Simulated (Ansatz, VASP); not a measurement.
## One calculation of BaTiO3, two programs

```
Ba Ti O
1.0
     3.92704    0.00000    0.00000
     0.00000    5.63225    0.00000
     0.00000    0.00000    5.83020
Ba Ti O
2 2 6
Direct
  0.00000 0.50000 0.50411
  0.00000 0.00000 0.00411
  0.50000 0.50000 0.01512
  0.50000 0.00000 0.51512
  0.50000 0.74588 0.23680
  0.50000 0.25412 0.23680
  0.00000 0.50000 0.98706
  0.50000 0.24588 0.73680
  0.50000 0.75412 0.73680
  0.00000 0.00000 0.48706
```

Alike in both runs: task single point; functional PBE; k mesh 6 × 4 × 4; occupations gaussian, width 0.02 eV; no spin polarisation; Hubbard terms Ti d U = 4.0 eV.

```csv
,VASP,Ansatz
version,VASP 6.6.1,Ansatz 0.2.0
potentials or method,"VASP PAW PBE potentials, release 64 (Ba_sv, Ti_sv, O), cutoff 520 eV","scalar-relativistic, plane waves, PAW"
valence electrons in the cell,80,80
```

|  | VASP | Ansatz | Ansatz less VASP |
| --- | --- | --- | --- |
| gap on the k mesh at the Fermi level (eV) | 2.43 | 2.46 | +0.031 |
| least direct gap on the mesh (eV) | 2.69 | 2.69 | 0.000 |
| pressure (GPa) | 8.6 | 4.7 | -3.85 |
| traceless stress, the component that is largest in VASP (GPa) | -5.02 | -4.70 | +0.320 |
| rms of the force components (eV/Å) | 0.201 | 0.000 | -0.2008 |

The programs project onto different local orbitals, so the same U acts differently, and such runs can settle in different states. Atom by atom the forces differ by 0.201 eV/Å (rms over components).

Neither program's run includes spin-orbit coupling.
